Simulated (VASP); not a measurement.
Here is a VASP 6.6.1 calculation.

File INCAR:

```
ALGO = Normal ; EDIFF = 1E-7
ENCUT = 520 ; GGA = PS
ISIF = 2 ; ISMEAR = 0
LASPH = T ; LCHARG = F
LREAL = F ; LWAVE = F
NBANDS = 50 ; NELM = 80
PREC = Accurate ; SIGMA = 0.1
```

KPOINTS

```
k-points
0
Gamma
  3 3 4
```

File POSCAR:

```
Ta2N
1.0
    5.2965720514      0.0000000000      0.0000000000
   -2.6482860257      4.5869659495      0.0000000000
    0.0000000000      0.0000000000      4.9391825701
Ta N
6 3
Direct
    0.6663616700      0.6663616700      0.7536182600
    0.0000000000      0.3336383300      0.7536182600
    0.3336383300      0.0000000000      0.7536182600
    0.3336383300      0.3336383300      0.2463817400
    0.0000000000      0.6663616700      0.2463817400
    0.6663616700      0.0000000000      0.2463817400
    0.6666666667      0.3333333333      0.5000000000
    0.3333333333      0.6666666667      0.5000000000
    0.0000000000      0.0000000000      0.0000000000
```

Potentials or basis: VASP PAW PBE potentials, release 64 (Ta_pv, N).

The run is started by

```bash
$ cat potpaw_PBE.64/Ta_pv/POTCAR potpaw_PBE.64/N/POTCAR > POTCAR
$ mpirun -np 1 vasp_std > vasp.out
```

**Question.** What does it give for the largest force?

**Answer.** 0.125 eV/Å.

**Question.** Predict the band gap on the k mesh.

**Answer.** Zero (an odd number of electrons rules out a gap without spin polarisation).

**Question.** What does it give for the pressure?

**Answer.** -4.8 GPa.

Forces on the atoms (eV/Å):
```
Ta  -0.015 -0.025 -0.122
Ta  -0.015  0.025 -0.122
Ta   0.029  0.000 -0.122
Ta   0.015  0.025  0.122
Ta   0.015 -0.025  0.122
Ta  -0.029  0.000  0.122
N    0.000  0.000  0.000
N    0.000  0.000  0.000
N    0.000  0.000  0.000
```

Caveat: the k points lie up to 0.46 Å⁻¹ apart, too coarse for converged energies and pressures of a metal; the PAW data sets were made with another functional, which shifts forces and pressure a little; spin-orbit coupling is left out, which moves the levels of the heavy elements.
